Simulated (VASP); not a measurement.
# BN in VASP: further runs, part 2 of 2

VASP 6.6.1. Earlier steps stand in the parts before.

### Step 4. Single point, PBE+D3(BJ)

The input, INCAR:

```
SYSTEM = BN
PREC     = Accurate       ! precision mode
ENCUT    = 520            ! plane-wave cutoff, eV
EDIFF    = 1E-7           ! SCF threshold, eV
ISMEAR   = 0              ! smearing method
SIGMA    = 0.02           ! smearing width, eV
LREAL    = .FALSE.        ! projectors in reciprocal space
LASPH    = .TRUE.         ! aspherical terms in the spheres
NELM     = 80             ! most SCF steps
ALGO     = Normal         ! electronic algorithm
ISIF     = 2              ! what is computed and relaxed
LWAVE    = .FALSE.        ! write WAVECAR
LCHARG   = .FALSE.        ! write CHGCAR
LDIPOL   = .TRUE.       
IDIPOL   = 3            
DIPOL    = 0.5 0.5 0.500
GGA      = PE             ! functional
IVDW     = 12             ! dispersion correction
NBANDS   = 11             ! bands
```

The input, KPOINTS:

```
Automatic mesh
0
G
  12 12 1
  0 0 0
```

The input, POSCAR:

```
BN
1.0
    2.5120000000      0.0000000000      0.0000000000
   -1.2560000000      2.1754558143      0.0000000000
    0.0000000000      0.0000000000     26.0000000000
B N
1 1
Direct
    0.0000000000      0.0000000000      0.5027500000
    0.6666666667      0.3333333333      0.4972500000
```

Potentials or basis: VASP PAW PBE potentials, release 64 (B, N).

The run is started by

```console
$ cat potpaw_PBE.64/B/POTCAR potpaw_PBE.64/N/POTCAR > POTCAR
$ mpirun -np 1 vasp_std > vasp.out
```

OUTCAR:

```text
SYSTEM = BN
   PREC = Accurate
   ENCUT = 520
   EDIFF = 1E-7
   ISMEAR = 0
   LREAL = .FALSE.
   LASPH = .TRUE.
   NELM = 80
   ISIF = 2
   GGA = PE
   IVDW = 12
 IVDW          = 12

 ion  position               nearest neighbor table
   1  0.000  0.000  0.503-   2 1.46   2 1.46   2 1.46
   2  0.667  0.333  0.497-   1 1.46   1 1.46   1 1.46

  LATTYP: Found a hexagonal cell.
 ALAT       =     2.5120000000
 C/A-ratio  =    10.3503184713

  Lattice vectors:

 A1 = (   2.5120000000,   0.0000000000,   0.0000000000)
 A2 = (  -1.2560000000,   2.1754558143,   0.0000000000)
 A3 = (   0.0000000000,   0.0000000000,  26.0000000000)

Analysis of symmetry for initial positions (statically):
=====================================================================
 Subroutine PRICEL returns:
 Original cell was already a primitive cell.

 Routine SETGRP: Setting up the symmetry group for a
 hexagonal supercell.

 Subroutine GETGRP returns: Found  6 space group operations
 (whereof  6 operations were pure point group operations)
 out of a pool of 24 trial point group operations.

The static configuration has the point symmetry C_3v.

Analysis of symmetry for dynamics (positions and initial velocities):
=====================================================================
 Subroutine PRICEL returns:
 Original cell was already a primitive cell.

 Routine SETGRP: Setting up the symmetry group for a
 hexagonal supercell.

 Subroutine GETGRP returns: Found  6 space group operations
 (whereof  6 operations were pure point group operations)
 out of a pool of 24 trial point group operations.

The dynamic configuration has the point symmetry C_3v.

 Subroutine INISYM returns: Found  6 space group operations
 (whereof  6 operations are pure point group operations),
 and found     1 'primitive' translations

----------------------------------------------------------------------------------------

                                     Primitive cell

  volume of cell :     142.0834

[... 118 lines left out ...]
 NGX is ok and might be reduce to    20
   NGX =  9   NGY =  9   NGZ = 97

 number of electron       7.9999999 magnetization

 dipolmoment           0.000000      0.000000     -0.033464 electrons x Angstroem

 Free energy of the ion-electron system (eV)
  ---------------------------------------------------
  ext. energy  EPLUGINS =         0.00000000
  ---------------------------------------------------
  free energy    TOTEN  =       -17.45284049 eV

  energy without entropy =      -17.45284049  energy(sigma->0) =      -17.45284049

 E-fermi :  -4.6955     XC(G=0):  -1.6346

 val. band max:       -4.8110684859   @ k =   0.3333   0.3333   0.0000
 cond. band min:      -0.4998560886   @ k =   0.0000   0.0000   0.0000
 fundamental gap:      4.3112123973
 Fermi energy:        -4.6955346793

 k-point     1 :       0.0000    0.0000    0.0000
  band No.  band energies     occupation
      1     -22.3705      2.00000
      2      -9.9743      2.00000
      3      -6.0046      2.00000
      4      -6.0046      2.00000
      5      -0.4999      0.00000
      6       0.6783      0.00000
      7       1.0755      0.00000
      8       1.5785      0.00000
      9       1.8835      0.00000
     10       2.7511      0.00000
     11       3.0264      0.00000
[... 239 lines left out ...]
 k-point    19 :       0.3333    0.3333    0.0000
  band No.  band energies     occupation
      1     -18.7172      2.00000
      2     -12.5301      2.00000
      3     -11.8959      2.00000
      4      -4.8111      2.00000
      5      -0.2787      0.00000
      6       7.1317      0.00000
      7       8.6962      0.00000
      8       9.8722      0.00000
      9      10.0235      0.00000
     10      11.0171      0.00000
     11      11.1949      0.00000

------------------------ aborting loop because EDIFF is reached ----------------------------------------

 vacuum level on the upper side and lower side of the slab       (xc-potential included)        -0.557         0.531

 Edisp (eV)   -0.15363

 E8    (eV) :    -0.0493

  FORCE on cell =-STRESS in cart. coord.  units (eV):
  Direction    XX          YY          ZZ          XY          YZ          ZX
  --------------------------------------------------------------------------------------
  -------------------------------------------------------------------------------------
  Total      -0.19913    -0.19913    -0.31346     0.00000     0.00000     0.00000
  in kB      -2.24549    -2.24549    -3.53470     0.00000     0.00000     0.00000
  external pressure =       -2.68 kB  Pullay stress =        0.00 kB

 VOLUME and BASIS-vectors are now :
 -----------------------------------------------------------------------------
  energy-cutoff  :      520.00
  volume of cell :      142.08
      direct lattice vectors                 reciprocal lattice vectors
     2.512000000  0.000000000  0.000000000     0.398089172  0.229836891  0.000000000
    -1.256000000  2.175455814  0.000000000     0.000000000  0.459673781  0.000000000
     0.000000000  0.000000000 26.000000000     0.000000000  0.000000000  0.038461538

 POSITION                                       TOTAL-FORCE (eV/Angst)
 -----------------------------------------------------------------------------------
      0.00000      0.00000     13.07150         0.000000     -0.000000     -2.068372
      1.25600      0.72515     12.92850        -0.000000      0.000000      2.068372
 -----------------------------------------------------------------------------------
    total drift:                                0.000000      0.000000     -0.000047

  FREE ENERGIE OF THE ION-ELECTRON SYSTEM (eV)
  ---------------------------------------------------
  free  energy   TOTEN  =       -17.6064743721 eV

  energy  without entropy=      -17.6064743721  energy(sigma->0) =      -17.60647437

 vacuum level on the upper side and lower side of the slab         0.435         1.571
```

stdout:

```text
POSCAR found type information on POSCAR B N
 POSCAR found :  2 types and       2 ions
 scaLAPACK will be used
 LDA part: xc-table for (Slater+PW92), standard interpolation
 POSCAR, INCAR and KPOINTS ok, starting setup
 FFT: planning ... GRIDC
 FFT: planning ... GRID_SOFT
 FFT: planning ... GRID
 WAVECAR not read
 entering main loop
```

It took 33 s on 1 thread of AMD EPYC 9R45 (Zen 5), shared host; peak memory 0.23 GiB.

What came out:

```
Free energy                : -17.6065 eV
Largest force              : 2.068 eV/Å
Band gap on the k mesh     : 4.31 eV (least direct gap 4.53 eV)
Dispersion energy per atom : -0.077 eV
```

Forces on the atoms (eV/Å):
```
B    0.000  0.000 -2.068
N    0.000  0.000  2.068
```

### Step 5. The runs side by side

```tsv
cell	gap on the mesh (eV)	largest force (eV/Å)
as given, atomic positions A	1.43	8.21
as given, atomic positions B	none	8.82
as given, atomic positions C	4.31	2.07
```

Alike in all rows: task single point; level PBE+D3(BJ); potentials or basis VASP PAW PBE potentials, release 64 (B, N); no spin polarisation; k mesh 12 × 12 × 1; cutoff (eV) 520; smearing gaussian 0.02 eV.

Total energies depend on the potentials used, so only differences within one code and one set of settings carry meaning.
